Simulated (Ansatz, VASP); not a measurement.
**One calculation of Ga, two programs**

```
Ga
1.0
     4.45521    0.00000    0.00000
    -2.22760    3.85832    0.00000
     0.00000    0.00000    2.75617
Ga
2
Direct
  0.33333 0.66667 0.00000
  0.66667 0.33333 0.00000
```

Alike in both runs: task relaxation of cell and atoms; functional PBE; k mesh 15 × 15 × 20; occupations gaussian, width 0.1 eV; no spin polarisation.

|  | VASP | Ansatz |
| --- | --- | --- |
| version | VASP 6.6.1 | Ansatz 0.2.0 |
| potentials or method | VASP PAW PBE potentials, release 64 (Ga_d), cutoff 600 eV | scalar-relativistic, plane waves, PAW |
| valence electrons in the cell | 26 | 26 |

|  | VASP | Ansatz | Ansatz less VASP |
| --- | --- | --- | --- |
| gap on the k mesh at the Fermi level, each at its own relaxed structure (eV) | none | none | - |
| relaxed volume (Å³/atom) | 23.69 | 23.68 | -0.018 |
| relaxed cell length with the largest relative difference (Å) | 4.454 | 4.453 | -0.0013 |

A gap of «none» marks a metal or a gap that the smearing closes.
